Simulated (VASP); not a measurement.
A run of VASP 6.6.1 is set up as follows.

The input INCAR:

```
PREC = Accurate
ENCUT = 520
EDIFF = 1E-6
ISMEAR = 0
SIGMA = 0.05
LREAL = False
LASPH = True
NELM = 60
ALGO = Normal
ISIF = 2
LWAVE = False
LCHARG = False
LDIPOL = True
IDIPOL = 3
DIPOL = 0.5 0.5 0.401
GGA = PE
IVDW = 12
NBANDS = 50
```

The input KPOINTS:

```
Automatic mesh
0
Gamma
  7 7 1
```

File POSCAR:

```
SnO
1.0
    3.8206509079      0.0000053603      0.0000000000
   -0.0000052472      3.8206509079      0.0000000000
    0.0000000000      0.0000000000     22.2280089981
Sn O
4 4
Direct
    0.9998502662      0.9998502662      0.2024472817
    0.4998491692      0.4998491692      0.3087997895
    0.8748491692      0.9998491692      0.4932517573
    1.3748502662      1.4998502662      0.5996042650
    0.9998512723      0.4998508145      0.2556235141
    0.4998508145      0.9998512723      0.2556235141
    0.8748481630      1.4998486208      0.5464279896
    1.3748486208      0.9998481630      0.5464279896
```

Potentials or basis: VASP PAW PBE potentials, release 64 (Sn_d, O).

Run with:

```sh
$ cat potpaw_PBE.64/Sn_d/POTCAR potpaw_PBE.64/O/POTCAR > POTCAR
$ mpirun -np 1 vasp_std > vasp.out
```

Question: Estimate the dispersion energy per atom.

Answer: -0.156 eV.

Question: What does it give for the band gap on the k mesh?

Answer: 2.55 eV (least direct gap 2.57 eV).

Forces in eV/Å, atoms in the order of the input:
```
Sn  -0.002  0.000 -0.065
Sn  -0.008  0.000  0.173
Sn   0.008  0.000 -0.173
Sn   0.002  0.000  0.065
O   -0.012  0.000  0.014
O    0.004  0.000  0.013
O   -0.004  0.000 -0.013
O    0.012  0.000 -0.014
```

Caveat: the cell differs from its parent crystal (layers slid over each other); spin-orbit coupling is left out, which moves the levels of the heavy elements.
